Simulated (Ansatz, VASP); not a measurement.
**One calculation of Se, two programs**

Contents of POSCAR:

```
Se
1.0
    4.3662000000      0.0000000000      0.0000000000
   -2.1831000000      3.7812401180      0.0000000000
    0.0000000000      0.0000000000      4.9536000000
Se
3
Direct
    0.7746000000      0.7746000000      0.0000000000
    0.0000000000      0.2254000000      0.6666666667
    0.2254000000      0.0000000000      0.3333333333
```

INCAR.step1

```
SYSTEM = Se
PREC = Accurate ; ENCUT = 520
EDIFF = 1E-5 ; ISMEAR = -1
SIGMA = 0.05 ; LREAL = .FALSE.
LASPH = .TRUE. ; NELM = 80
ALGO = Normal ; ISIF = 2
LWAVE = .TRUE. ; LCHARG = .FALSE.
NBANDS = 16 ; GGA = PE
```

File INCAR.step2:

```
SYSTEM = Se
PREC = Accurate ; ENCUT = 520
EDIFF = 1E-6 ; ISMEAR = -1
SIGMA = 0.05 ; LREAL = .FALSE.
LASPH = .TRUE. ; NELM = 80
ALGO = Normal ; ISIF = 2
LWAVE = .FALSE. ; LCHARG = .FALSE.
METAGGA = R2SCAN ; LHFCALC = .TRUE.
AEXX = 0.1 ; LMIXTAU = .TRUE.
PRECFOCK = Normal ; NBANDS = 16
ISTART = 1
```

KPOINTS

```
Automatic mesh
0
G
  4 4 3
  0 0 0
```

File input.yaml:

```yaml
crystal:
  lattice:
    - [4.3662, 0.0, 0.0]
    - [-2.1831, 3.781240118, 0.0]
    - [0.0, 0.0, 4.9536]
  atoms:
    - { symbol: Se, position: [0.7746, 0.7746, 0.0] }
    - { symbol: Se, position: [0.0, 0.2254, 0.6666666667] }
    - { symbol: Se, position: [0.2254, 0.0, 0.3333333333] }
hamiltonian:
  xc: r2scanh
  pseudopotentials: { kind: paw }
kpoints:
  mp_grid: { grid: [4, 4, 3] }
  band_path:
    path:
      - [[0.0, 0.0, 0.0], [0.5, 0.0, 0.0], [0.3333333333, 0.3333333333, 0.0], [0.0, 0.0, 0.0], [0.0, 0.0, 0.5], [0.5, 0.0, 0.5], [0.3333333333, 0.3333333333, 0.5], [0.0, 0.0, 0.5]]
      - [[0.5, 0.0, 0.5], [0.5, 0.0, 0.0]]
      - [[0.3333333333, 0.3333333333, 0.0], [0.3333333333, 0.3333333333, 0.5]]
    npoints: 4
scf:
  occupations: { method: fermi_dirac, width: 0.05 }
  n_extra_bands: 7
output:
  forces: true
  stress: true
  eigenvalues: true
  fatbands: false
```

Alike in both runs: functional r2SCANh; k mesh 4 × 4 × 3; occupations fermi-dirac, width 0.05 eV; no spin polarisation.

|  | VASP | Ansatz |
| --- | --- | --- |
| version | VASP 6.6.1 | Ansatz 0.2.0 |
| potentials or method | VASP PAW PBE potentials, release 64 (Se) | Ansatz PAW |
| plane-wave cutoff (eV) | 520 | 500 |
| valence electrons in the cell | 18 | 48 |
| task | single point | band structure |

|  | VASP | Ansatz | Ansatz less VASP |
| --- | --- | --- | --- |
| gap on the k mesh at the Fermi level (eV) | 2.43 | 2.42 | -0.012 |
| pressure (GPa) | 0.6 | 0.8 | +0.15 |
| traceless stress, the component that is largest in VASP (GPa) | -0.08 | -0.03 | +0.048 |
| rms of the force components (eV/Å) | 0.090 | 0.085 | -0.0050 |

VASP's potentials were made for PBE, not for r2SCANh. Atom by atom the forces differ by 0.005 eV/Å (rms over components). VASP's potentials hold 18 valence electrons a cell and Ansatz's 48, so a difference there can come from the potentials and not from the codes.

The k mesh is coarse, so the values compare programs but aren't converged.
